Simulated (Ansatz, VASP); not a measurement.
One calculation of TiC, two programs

```
CELL_PARAMETERS angstrom
0.00000 2.16400 2.16400
2.16400 0.00000 2.16400
2.16400 2.16400 0.00000
ATOMIC_POSITIONS crystal
Ti 0.00000 0.00000 0.00000
C 0.50000 0.50000 0.50000
```

Alike in both runs: task single point; functional r2SCAN; k mesh 20 × 20 × 20; occupations gaussian, width 0.15 eV; no spin polarisation.

```csv
,VASP,Ansatz
version,VASP 6.6.1,Ansatz 0.2.0
potentials or method,"VASP PAW PBE potentials, release 64 (Ti_sv, C), cutoff 520 eV","scalar-relativistic, plane waves, PAW"
valence electrons in the cell,16,16
```

VASP gave:

```
gap on the k mesh at the Fermi level (eV) : none
pressure (GPa)                            : 0.9
```

**Question.** Which values does Ansatz return?

**Answer.** gap on the k mesh at the Fermi level (eV): none; pressure (GPa): 0.0.

VASP's potentials were made for PBE, not for r2SCAN. A gap of «none» marks a metal or a gap that the smearing closes.
